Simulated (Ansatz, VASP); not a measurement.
TaGa2 in VASP and in Ansatz

INCAR

```
PREC = Accurate
ENCUT = 600
EDIFF = 1E-6
ISMEAR = 0
SIGMA = 0.1
LREAL = F
LASPH = T
NELM = 60
ALGO = Fast
ISIF = 3
LWAVE = F
LCHARG = F
GGA = PE
IBRION = 2
NSW = 100
EDIFFG = -0.01
```

KPOINTS

```
regular mesh
0
Gamma
  14 14 14
```

Contents of POSCAR:

```
TaGa2
1.0
    0.0000000000      3.0439776313      3.0439776313
    3.0439776313      0.0000000000      3.0439776313
    3.0439776313      3.0439776313      0.0000000000
Ta Ga
1 2
Direct
    0.0000000000      0.0000000000      0.0000000000
    0.7500000000      0.7500000000      0.7500000000
    0.5000000000      0.5000000000      0.5000000000
```

Input for Ansatz:

```yaml
crystal:
  lattice:
    - [0.0, 3.0439776313, 3.0439776313]
    - [3.0439776313, 0.0, 3.0439776313]
    - [3.0439776313, 3.0439776313, 0.0]
  atoms:
    - { symbol: Ta, position: [0.0, 0.0, 0.0] }
    - { symbol: Ga, position: [0.75, 0.75, 0.75] }
    - { symbol: Ga, position: [0.5, 0.5, 0.5] }
basis:
  ecutwfc: 420
kpoints:
  mp_grid: { grid: [14, 14, 14] }
hamiltonian:
  xc: pbe
scf:
  occupations: { method: gaussian, width: 0.1 }
output:
  forces: true
  stress: true
  eigenvalues: true
relax:
  adjacent_minimum: "off"
  f_tol: 0.01
  max_steps: 80
  cell: { stress_tol: 0.05 }
```

Change from the starting cell: species swapped into the Cu2Se type (F-43m, No. 216).

Alike in both runs: task relaxation of cell and atoms; functional PBE; k mesh 14 × 14 × 14; occupations gaussian, width 0.1 eV; no spin polarisation.

|  | VASP | Ansatz |
| --- | --- | --- |
| version | VASP 6.6.1 | Ansatz 0.2.0 |
| potentials or method | VASP PAW PBE potentials, release 64 (Ta_pv, Ga_d), cutoff 600 eV | scalar-relativistic, plane waves, PAW |
| valence electrons in the cell | 37 | 39 |

|  | VASP | Ansatz | Ansatz less VASP |
| --- | --- | --- | --- |
| gap on the k mesh at the Fermi level, each at its own relaxed structure (eV) | none | none | - |
| relaxed volume (Å³/atom) | 18.80 | 18.79 | -0.017 |
| relaxed length of the cell vector where the two differ most in proportion (Å) | 4.305 | 4.304 | -0.0013 |

A gap of «none» marks a metal or a gap that the smearing closes. VASP's potentials hold 37 valence electrons a cell and Ansatz's 39, so a difference there can come from the potentials and not from the codes.

Spin-orbit coupling is off throughout. Noted on VASP's run: the relaxation stopped at its first step, so nothing moved.
